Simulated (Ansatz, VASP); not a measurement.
Cu: VASP beside Ansatz

File INCAR:

```
SYSTEM = Cu
ALGO = Fast ; EDIFF = 1E-6
ENCUT = 520 ; GGA = PE
ISIF = 2 ; ISMEAR = 0
LASPH = .True. ; LCHARG = .False.
LREAL = .False. ; LWAVE = .False.
NBANDS = 12 ; NELM = 60
PREC = Accurate ; SIGMA = 0.15
```

Contents of KPOINTS:

```
k-points
0
Gamma
  24 24 24
  0 0 0
```

The input POSCAR:

```
Cu
1.0
    0.0000000000      1.6561405412      2.1529827035
    1.6561405412      0.0000000000      2.1529827035
    1.6561405412      1.6561405412      0.0000000000
Cu
1
Direct
    0.0000000000      0.0000000000      0.0000000000
```

Input for Ansatz:

```yaml
crystal:
  lattice:
    - [0.0, 1.6561405412, 2.1529827035]
    - [1.6561405412, 0.0, 2.1529827035]
    - [1.6561405412, 1.6561405412, 0.0]
  atoms:
    - { symbol: Cu, position: [0.0, 0.0, 0.0] }
basis:
  ecutwfc: 420
kpoints:
  mp_grid: { grid: [24, 24, 24] }
hamiltonian:
  xc: pbe
scf:
  occupations: { method: gaussian, width: 0.15 }
output:
  forces: true
  stress: true
  eigenvalues: true
```

Alike in both runs: task single point; functional PBE; k mesh 24 × 24 × 24; occupations gaussian, width 0.15 eV; no spin polarisation.

|  | VASP | Ansatz |
| --- | --- | --- |
| version | VASP 6.6.1 | Ansatz 0.2.0 |
| potentials or method | VASP PAW PBE potentials, release 64 (Cu), cutoff 520 eV | scalar-relativistic, plane waves, PAW |
| valence electrons in the cell | 11 | 19 |

|  | VASP | Ansatz | Ansatz less VASP |
| --- | --- | --- | --- |
| gap on the k mesh at the Fermi level (eV) | none | none | - |
| pressure (GPa) | 7.9 | 7.1 | -0.72 |
| traceless stress, the component that is largest in VASP (GPa) | -20.53 | -20.69 | -0.164 |

A gap of «none» marks a metal or a gap that the smearing closes. VASP's potentials hold 11 valence electrons a cell and Ansatz's 19, so a difference there can come from the potentials and not from the codes.
